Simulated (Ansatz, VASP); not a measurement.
Te2Mo: VASP beside Ansatz

File POSCAR:

```
Te2Mo
1.0
    3.5376377497      0.0000000000      0.0000000000
   -1.7688188748      3.0636841606      0.0000000000
    0.0000000000      0.0000000000     14.1057701329
Te Mo
4 2
Direct
    0.3333333333      0.6666666667      0.6228877776
    0.6666666667      0.3333333333      0.1228877776
    0.3333333333      0.6666666667      0.8771122224
    0.6666666667      0.3333333333      0.3771122224
    0.3333333333      0.6666666667      0.2500000000
    0.6666666667      0.3333333333      0.7500000000
```

Contents of INCAR.step1:

```
PREC = Accurate
ENCUT = 520
ISMEAR = 0
SIGMA = 0.05
LREAL = False
LASPH = True
NELM = 60
NBANDS = 35
GGA = PE
ALGO = Normal
EDIFF = 1E-4
LWAVE = True
LCHARG = False
```

INCAR.step2

```
PREC = Accurate
ENCUT = 520
EDIFF = 1E-6
ISMEAR = 0
SIGMA = 0.05
LREAL = False
LASPH = True
NELM = 60
ALGO = Normal
ISIF = 2
LWAVE = False
LCHARG = False
METAGGA = R2SCAN
LMIXTAU = True
IVDW = 12
VDW_S6 = 1.0
VDW_S8 = 0.78981345
VDW_A1 = 0.49484001
VDW_A2 = 5.73083694
NBANDS = 35
ISTART = 1
```

KPOINTS

```
Automatic mesh
0
Gamma
  8 8 2
```

Input for Ansatz:

```yaml
crystal:
  lattice:
    - [3.5376377497, 0.0, 0.0]
    - [-1.7688188748, 3.0636841606, 0.0]
    - [0.0, 0.0, 14.1057701329]
  atoms:
    - { symbol: Te, position: [0.3333333333, 0.6666666667, 0.6228877776] }
    - { symbol: Te, position: [0.6666666667, 0.3333333333, 0.1228877776] }
    - { symbol: Te, position: [0.3333333333, 0.6666666667, 0.8771122224] }
    - { symbol: Te, position: [0.6666666667, 0.3333333333, 0.3771122224] }
    - { symbol: Mo, position: [0.3333333333, 0.6666666667, 0.25] }
    - { symbol: Mo, position: [0.6666666667, 0.3333333333, 0.75] }
basis:
  ecutwfc: 500
  ecutrho_ratio: 4
kpoints:
  mp_grid: { grid: [8, 8, 2] }
  band_path:
    path:
      - [[0.0, 0.0, 0.0], [0.5, 0.0, 0.0], [0.33333333, 0.33333333, 0.0], [0.0, 0.0, 0.0], [0.0, 0.0, 0.5], [0.5, 0.0, 0.5], [0.33333333, 0.33333333, 0.5], [0.0, 0.0, 0.5]]
      - [[0.5, 0.0, 0.5], [0.5, 0.0, 0.0]]
      - [[0.33333333, 0.33333333, 0.5], [0.33333333, 0.33333333, 0.0]]
    npoints: 14
hamiltonian:
  xc: r2scan
  dispersion: d3bj
scf:
  occupations: { method: gaussian, width: 0.05 }
  n_extra_bands: 23
output:
  forces: true
  stress: true
  eigenvalues: true
  populations: true
  dos: { projected: true, de: 0.02, nscf_kmesh: { grid: [12, 12, 3] } }
  bader: true
```

Alike in both runs: task single point; functional r2SCAN; dispersion D3(BJ); k mesh 8 × 8 × 2; occupations gaussian, width 0.05 eV; no spin polarisation.

|  | VASP | Ansatz |
| --- | --- | --- |
| version | VASP 6.6.1 | Ansatz 0.2.0 |
| potentials or method | VASP PAW PBE potentials, release 64 (Te, Mo_sv), cutoff 520 eV | scalar-relativistic, plane waves, PAW |
| valence electrons in the cell | 52 | 92 |

Ansatz gave:

| Item | Value |
| --- | --- |
| gap on the k mesh at the Fermi level (eV) | 0.95 |
| least direct gap on the mesh (eV) | 1.27 |
| pressure (GPa) | 0.0 |
| traceless stress, the component that is largest in VASP (GPa) | 0.02 |
| rms of the force components (eV/Å) | 0.002 |

Problem. What did VASP give for the same quantities?

Solution. gap on the k mesh at the Fermi level (eV): 0.94; least direct gap on the mesh (eV): 1.28; pressure (GPa): 0.1; traceless stress, the component that is largest in VASP (GPa): 0.08; rms of the force components (eV/Å): 0.014.

VASP's potentials were made for PBE, not for r2SCAN. Atom by atom the forces differ by 0.012 eV/Å (rms over components). VASP's potentials hold 52 valence electrons a cell and Ansatz's 92, so a difference there can come from the potentials and not from the codes. Ansatz's warnings: dispersion damping borrowed.

Spin-orbit coupling is off throughout.
